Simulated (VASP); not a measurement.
## PbO2: single point with PBEsol

PbO2:

```
Pb O
1.0
     4.96148    0.00000    0.00000
     0.00000    4.96148    0.00000
     0.00000    0.00000    3.40780
Pb O
2 4
Direct
  0.50000 0.50000 0.50000
  0.00000 0.00000 0.00000
  0.69259 0.69259 0.00000
  0.80741 0.19259 0.50000
  0.19259 0.80741 0.50000
  0.30741 0.30741 0.00000
```

| Property | Result |
| --- | --- |
| Program | VASP 6.6.1 |
| Task | single point |
| Functional | PBEsol |
| Potentials or basis | VASP PAW PBE potentials, release 64 (Pb_d, O) |
| Cutoff | 520 eV |
| k mesh | 5 × 5 × 6 |
| Occupations | fermi-dirac, width 0.05 eV |
| Spin | no spin polarisation |
| Dipole correction | no |
| Further INCAR settings | ALGO = Normal; EDIFF = 1e-07; NBANDS = 35 |

The pressure is 2.3 GPa. The largest force is 0.009 eV/Å and the band gap on the k mesh is 0.16 eV (least direct gap 0.36 eV).

Forces in eV/Å, atoms in the order of the input:
```
Pb   0.000  0.000  0.000
Pb   0.000  0.000  0.000
O    0.006  0.006  0.000
O   -0.006  0.006  0.000
O    0.006 -0.006  0.000
O   -0.006 -0.006  0.000
```

Stress tensor (GPa, compression positive):
```
2.19 0.00 0.00
0.00 2.19 0.00
0.00 0.00 2.38
```

Levels at points of the mesh, in eV from the valence-band top:
```csv
k point,band 22,band 23,band 24,band 25,band 26,band 27,band 28,band 29,band 30,band 31
"(0.00, 0.00, 0.00)",-0.59,-0.53,-0.53,-0.53,-0.53,0.16,4.34,5.83,5.83,9.61
"(0.00, 0.00, 0.50)",-1.97,-1.08,-1.08,-0.73,-0.73,3.87,3.87,8.91,8.91,9.64
```

Wall time 100 s on 1 thread of Intel Xeon 8259CL (shared host), peak memory 0.23 GiB.

Caveat: the PAW data sets were made with another functional, which shifts forces and pressure a little; spin-orbit coupling is left out, which moves the levels of the heavy elements; an odd mesh through Γ misses points on the zone boundary, where band edges can lie.
